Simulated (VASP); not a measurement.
# Au (Fm-3m) in VASP: relaxation of volume and atoms at fixed shape with PBEsol

Aim: the relaxation of volume and atoms at fixed shape of Au with PBEsol.

All numbers are computed with VASP 6.6.1; they aren't measurements. Logs are shortened: lines on timing, memory, paths and dates and some standing lists are left out, and cuts for length are marked.

### Step 1. The cell of the first run

It takes space group Fm-3m (No. 225, cubic). The conventional cell has a = 4.070 Å, b = 4.070 Å, c = 4.070 Å, α = 90.00°, β = 90.00°, γ = 90.00°. Au (site symmetry m-3m) has 12 Au at 2.88 Å within 3.8 Å.

### Step 2. Relaxation of volume and atoms at fixed shape, PBEsol

File INCAR:

```
PREC = Accurate ; ENCUT = 500
EDIFF = 1E-7 ; ISMEAR = -1
SIGMA = 0.05 ; LREAL = False
LASPH = True ; NELM = 120
ALGO = Normal ; ISIF = 8
LWAVE = False ; LCHARG = False
GGA = PS ; IBRION = 2
NSW = 80 ; EDIFFG = -0.02
GGA_COMPAT = False ; NELMIN = 4
```

File KPOINTS:

```
Automatic mesh
0
Gamma
  18 18 18
```

File POSCAR:

```
Au
1.0
    0.0000000000      2.0350000000      2.0350000000
    2.0350000000      0.0000000000      2.0350000000
    2.0350000000      2.0350000000      0.0000000000
Au
1
Direct
    0.0000000000      0.0000000000      0.0000000000
```

Potentials or basis: VASP PAW PBE potentials, release 64 (Au).

Started as:

```
> cat potpaw_PBE.64/Au/POTCAR > POTCAR
> mpirun -np 1 vasp_std > vasp.out
```

OUTCAR:

```text
PREC = Accurate
   ENCUT = 500
   EDIFF = 1E-7
   ISMEAR = -1
   LREAL = False
   LASPH = True
   NELM = 120
   ISIF = 8
   GGA = PS
   IBRION = 2
   NSW = 80
   EDIFFG = -0.02
   NELMIN = 4

 ion  position               nearest neighbor table
   1  0.000  0.000  0.000-

  LATTYP: Found a face centered cubic cell.
 ALAT       =     4.0700000000

  Lattice vectors:

 A1 = (   0.0000000000,   2.0350000000,   2.0350000000)
 A2 = (   2.0350000000,   0.0000000000,   2.0350000000)
 A3 = (   2.0350000000,   2.0350000000,   0.0000000000)

Analysis of symmetry for initial positions (statically):
=====================================================================
 Subroutine PRICEL returns:
 Original cell was already a primitive cell.

 Routine SETGRP: Setting up the symmetry group for a
 face centered cubic supercell.

 Subroutine GETGRP returns: Found 48 space group operations
 (whereof 48 operations were pure point group operations)
 out of a pool of 48 trial point group operations.

The static configuration has the point symmetry O_h .

Analysis of symmetry for dynamics (positions and initial velocities):
=====================================================================
 Subroutine PRICEL returns:
 Original cell was already a primitive cell.

 Routine SETGRP: Setting up the symmetry group for a
 face centered cubic supercell.

 Subroutine GETGRP returns: Found 48 space group operations
 (whereof 48 operations were pure point group operations)
 out of a pool of 48 trial point group operations.

The dynamic configuration has the point symmetry O_h .

 Subroutine INISYM returns: Found 48 space group operations
 (whereof 48 operations are pure point group operations),
 and found     1 'primitive' translations

----------------------------------------------------------------------------------------

                                     Primitive cell

  volume of cell :      16.8548

  direct lattice vectors                    reciprocal lattice vectors
     0.000000000  2.035000000  2.035000000    -0.245700246  0.245700246  0.245700246
     2.035000000  0.000000000  2.035000000     0.245700246 -0.245700246  0.245700246
     2.035000000  2.035000000  0.000000000     0.245700246  0.245700246 -0.245700246

  length of vectors
     2.877924599  2.877924599  2.877924599     0.425565309  0.425565309  0.425565309

  position of ions in fractional coordinates (direct lattice)
     0.000000000  0.000000000  0.000000000

  ion indices of the primitive-cell ions
   primitive index   ion index
                 1           1

----------------------------------------------------------------------------------------

 KPOINTS: Automatic mesh

Automatic generation of k-mesh.
 Grid dimensions read from file:
 generate k-points for:   18   18   18

 Generating k-lattice:

  Cartesian coordinates                     Fractional coordinates (reciprocal lattice)
    -0.013650014  0.013650014  0.013650014     0.055555556  0.000000000  0.000000000
     0.013650014 -0.013650014  0.013650014     0.000000000  0.055555556  0.000000000
     0.013650014  0.013650014 -0.013650014     0.000000000  0.000000000  0.055555556

  Length of vectors
     0.023642517  0.023642517  0.023642517

  Shift w.r.t. Gamma in fractional coordinates (k-lattice)
     0.000000000  0.000000000  0.000000000

 Subroutine IBZKPT returns following result:
 ===========================================

 Found    195 irreducible k-points:

 Following reciprocal coordinates:
            Coordinates               Weight
  0.000000  0.000000  0.000000      1.000000
  0.055556  0.000000  0.000000      8.000000
  0.111111  0.000000  0.000000      8.000000
  0.166667  0.000000  0.000000      8.000000
  0.222222  0.000000  0.000000      8.000000
  0.277778  0.000000  0.000000      8.000000
[... 16 lines left out ...]
 -0.277778  0.055556  0.000000     24.000000
 -0.222222  0.055556  0.000000     24.000000
 [... further k-points ...]
   k-points           NKPTS =    195   k-points in BZ     NKDIM =    195   number of bands    NBANDS=      9
   number of dos      NEDOS =    301   number of ions     NIONS =      1
   total plane-waves  NPLWV =  13824
   dimension x,y,z NGX =    24 NGY =   24 NGZ =   24
   dimension x,y,z NGXF=    48 NGYF=   48 NGZF=   48
   ions per type =               1
   NGX,Y,Z   is equivalent  to a cutoff of  13.86, 13.86, 13.86 a.u.
   NGXF,Y,Z  is equivalent  to a cutoff of  27.73, 27.73, 27.73 a.u.
 SYSTEM =  unknown system
   PREC   = accura    normal or accurate (medium, high low for compatibility)
   ISTART =      0    job   : 0-new  1-cont  2-samecut
   ICHARG =      2    charge: 1-file 2-atom 10-const
   ISPIN  =      1    spin polarized calculation?
   LNONCOLLINEAR =      F non collinear calculations
   LSORBIT =      F    spin-orbit coupling
   LASPH  =      T    aspherical Exc in radial PAW
   ENCUT  =  500.0 eV  36.75 Ry    6.06 a.u.   5.25  5.25  5.25*2*pi/ulx,y,z
   NELM   =    120;   NELMIN=  4; NELMDL= -5     # of ELM steps
   EDIFF  = 0.1E-06   stopping-criterion for ELM
   LREAL  =      F    real-space projection
   EDIFFG = -.2E-01   stopping-criterion for IOM
   NSW    =     80    number of steps for IOM
   IBRION =      2    ionic relax: 0-MD 1-quasi-New 2-CG
   NFREE  =      1    steps in history (QN), initial steepest desc. (CG)
   ISIF   =      8    stress and relaxation
   ISYM   =      2    0-nonsym 1-usesym 2-fastsym
   POTIM  = 0.5000    time-step for ionic-motion
   TEBEG  =    0.0;   TEEND  =   0.0 temperature during run
   PSTRESS=    0.0 pullay stress
   NELECT =      11.0000    total number of electrons
   NUPDOWN=      -1.0000    fix difference up-down
   EMIN   =  10.00;   EMAX   =-10.00  energy-range for DOS
   EFERMI =   0.00;   METHOD = LEGACY
   ISMEAR =    -1;   SIGMA  =   0.05  broadening in eV -4-tet -1-fermi 0-gaus
   EFERMI_NEDOS =   21; number of points for ismear=-14 and -15
   IALGO  =     38    algorithm
   IMIX   =      4    mixing-type and parameters
     AMIX     =   0.40;   BMIX     =  1.00
     AMIX_MAG =   1.60;   BMIX_MAG =  1.00
  volume/ion in A,a.u.               =      16.85       113.74
  Fermi-wavevector in a.u.,A,eV,Ry     =   1.420032  2.683470 27.436005  2.016489
  Thomas-Fermi vector in A             =   2.540990
   LORBIT       =      0    0 simple, 1 ext, 2 COOP (PROOUT), +10 PAW based schemes
   GGA     = PS    functional components
   LHFCALC =     F    Hartree Fock is set to
   AEXX    =    0.0000 exact exchange contribution
   IVDW    =     0    specifies the selected vdW correction
   LEPSILON=     F    determine dielectric tensor
   LRPA    =     F    only Hartree local field effects (RPA)
 conjugate gradient relaxation of ions
 non-spin polarized calculation
  energy-cutoff  :      500.00
  volume of cell :       16.85
 maximum number of plane-waves:       444
 NGX is ok and might be reduce to    24
   NGX = 11   NGY = 11   NGZ = 11

--------------------------------------- Ionic step        1  -------------------------------------------

 number of electron      10.9999999 magnetization

 Free energy of the ion-electron system (eV)
  ---------------------------------------------------
  ext. energy  EPLUGINS =         0.00000000
  ---------------------------------------------------
  free energy    TOTEN  =        -3.92475703 eV

  energy without entropy =       -3.92244203  energy(sigma->0) =       -3.92359953

------------------------ aborting loop because EDIFF is reached ----------------------------------------

  FORCE on cell =-STRESS in cart. coord.  units (eV):
  Direction    XX          YY          ZZ          XY          YZ          ZX
  --------------------------------------------------------------------------------------
  -------------------------------------------------------------------------------------
  Total        0.1592143      0.1592143      0.1592143     -0.0000000     -0.0000000      0.0000000
  in kB       15.1345420     15.1345420     15.1345420     -0.0000000     -0.0000000      0.0000000
  external PRESSURE =      15.1345420 kB  Pullay stress =       0.0000000 kB
[... 55 lines left out ...]
  energy  without entropy=       -3.9212583589  energy(sigma->0) =       -3.92237392

--------------------------------------- Ionic step        3  -------------------------------------------

 number of electron      11.0000000 magnetization

 Free energy of the ion-electron system (eV)
  ---------------------------------------------------
  ext. energy  EPLUGINS =         0.00000000
  ---------------------------------------------------
  free energy    TOTEN  =        -3.92542122 eV

  energy without entropy =       -3.92313723  energy(sigma->0) =       -3.92427922

 E-fermi :   9.2944     XC(G=0): -12.8999

 val. band max:        9.2891518733   @ k =   0.5000   0.1667   0.0556
 cond. band min:       9.2975415503   @ k =   0.5000   0.2778   0.1111
 fundamental gap:      0.0083896770
 Fermi energy:         9.2943555277

 k-point     1 :       0.0000    0.0000    0.0000
  band No.  band energies     occupation
      1      -0.6268      2.00000
      2       4.6301      2.00000
      3       4.6301      2.00000
      4       4.6301      2.00000
      5       6.1671      2.00000
      6       6.1671      2.00000
      7      23.8179      0.00000
      8      27.8273      0.00000
      9      27.8273      0.00000
[... 265 lines left out ...]
 k-point    24 :      -0.2222    0.0556    0.0000
  band No.  band energies     occupation
      1       1.1795      2.00000
      2       4.3511      2.00000
      3       4.9374      2.00000
      4       4.9768      2.00000
      5       6.0685      2.00000
      6       6.5546      2.00000
      7      20.8858      0.00000
      8      24.9111      0.00000
      9      27.8554      0.00000

 [... further k-points ...]
[... 5 lines left out ...]
  --------------------------------------------------------------------------------------
  -------------------------------------------------------------------------------------
  Total        0.0000785      0.0000785      0.0000785      0.0000000      0.0000000      0.0000000
  in kB        0.0073995      0.0073995      0.0073995      0.0000000      0.0000000      0.0000000
  external PRESSURE =       0.0073995 kB  Pullay stress =       0.0000000 kB
[... 16 lines left out ...]
  FREE ENERGIE OF THE ION-ELECTRON SYSTEM (eV)
  ---------------------------------------------------
  free  energy   TOTEN  =        -3.9254212152 eV

  energy  without entropy=       -3.9231372310  energy(sigma->0) =       -3.92427922

 reached required accuracy - stopping structural energy minimisation
```

Run time: 37 s. Hardware: 1 thread of AMD EPYC 9R45 (Zen 5), shared host; peak memory 0.14 GiB.

Results:

```
Free energy                           : -3.9254 eV
Relaxed volume                        : 17.00 Å³/atom
Relaxed cell                          : a = 2.886 Å, b = 2.886 Å, c = 2.886 Å, α = 60.00°, β = 60.00°, γ = 60.00°
Space group after relaxing (to 0.1 Å) : Fm-3m (No. 225)
Energy gained by relaxing             : 0.7 meV/atom
Ionic steps                           : 3
Pressure after relaxing               : 0.0 GPa
Band gap on the k mesh                : zero (an odd number of electrons rules out a gap without spin polarisation)
```

The path:
| step | energy change (eV) | largest force (eV/Å) | pressure (GPa) | volume (Å³) |
| --- | --- | --- | --- | --- |
| 1 | 0.0000 | 0.0000 | 1.51 | 16.85 |
| 2 | 0.0013 | 0.0000 | -2.44 | 17.25 |
| 3 | -0.0007 | 0.0000 | 0.00 | 17.00 |

Final structure:
```cif
data_structure
_symmetry_space_group_name_H-M 'P 1'
_symmetry_Int_Tables_number 1
_cell_length_a 2.8860
_cell_length_b 2.8860
_cell_length_c 2.8860
_cell_angle_alpha 60.000
_cell_angle_beta 60.000
_cell_angle_gamma 60.000
_cell_volume 17.00
loop_
_atom_site_label
_atom_site_type_symbol
_atom_site_fract_x
_atom_site_fract_y
_atom_site_fract_z
_atom_site_occupancy
Au1 Au 0.00000 0.00000 0.00000 1
```

Levels at points of the mesh, in eV from the Fermi level:
| k point | band 2 | band 3 | band 4 | band 5 | band 6 | band 7 | band 8 | band 9 |
| --- | --- | --- | --- | --- | --- | --- | --- | --- |
| (0.00, 0.00, 0.00) | -4.66 | -4.66 | -4.66 | -3.13 | -3.13 | 14.52 | 18.53 | 18.53 |
| (0.50, 0.00, 0.00) | -4.70 | -4.70 | -1.92 | -1.92 | -1.01 | 3.10 | 13.96 | 17.14 |
| (0.50, 0.50, 0.00) | -6.74 | -1.96 | -1.60 | -1.60 | 0.98 | 5.79 | 9.99 | 9.99 |

Caveat: the PAW data sets were made with another functional, which shifts forces and pressure a little; spin-orbit coupling is left out, which moves the levels of the heavy elements.
